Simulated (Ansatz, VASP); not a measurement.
## AlRu in VASP and in Ansatz

```
CELL_PARAMETERS angstrom
2.99160 0.00000 0.00000
0.00000 2.99160 0.00000
0.00000 0.00000 2.87194
ATOMIC_POSITIONS crystal
Al 0.00000 0.00000 0.00000
Ru 0.50000 0.50000 0.50000
```

Change from the starting cell: strain -0.0400 x Voigt [0, 0, 1, 0, 0, 0], atoms carried along.

Alike in both runs: task single point; functional r2SCAN; k mesh 16 × 16 × 16; occupations gaussian, width 0.15 eV; no spin polarisation.

|  | VASP | Ansatz |
| --- | --- | --- |
| version | VASP 6.6.1 | Ansatz 0.2.0 |
| potentials or method | VASP PAW PBE potentials, release 64 (Al, Ru_pv), cutoff 520 eV | scalar-relativistic, plane waves, PAW |
| valence electrons in the cell | 17 | 19 |

Ansatz gave:

| Property | Result |
| --- | --- |
| gap on the k mesh at the Fermi level (eV) | none |
| pressure (GPa) | 7.7 |
| traceless stress, the component that is largest in VASP (GPa) | 5.85 |

Task: Which values does VASP return?

Result: gap on the k mesh at the Fermi level (eV): none; pressure (GPa): 7.9; traceless stress, the component that is largest in VASP (GPa): 5.88.

VASP's potentials were made for PBE, not for r2SCAN. A gap of «none» marks a metal or a gap that the smearing closes. VASP's potentials hold 17 valence electrons a cell and Ansatz's 19, so a difference there can come from the potentials and not from the codes.
